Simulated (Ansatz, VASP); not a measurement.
# Two plane-wave programs on P

```
P
1.0
     2.44634    0.00000    0.00000
     0.00000    2.44634    0.00000
     0.00000    0.00000    2.44634
P
1
Direct
  0.00000 0.00000 0.00000
```

Alike in both runs: functional PBE; k mesh 15 × 15 × 15; occupations fermi-dirac, width 0.03 eV; no spin polarisation.

Ansatz relaxed the structure, and its values are those at the end. VASP's run is a single point on that final structure, the one shown.

|  | VASP | Ansatz |
| --- | --- | --- |
| version | VASP 6.6.1 | Ansatz 0.2.0 |
| potentials or method | VASP PAW PBE potentials, release 64 (P) | PAW with Ansatz's earlier generated frozen-core files (soft_1), scalar-relativistic |
| plane-wave cutoff (eV) | 500 | 420 |
| valence electrons in the cell | 5 | 5 |

```csv
,VASP,Ansatz,Ansatz less VASP
pressure (GPa),-0.3,0.0,+0.31
```
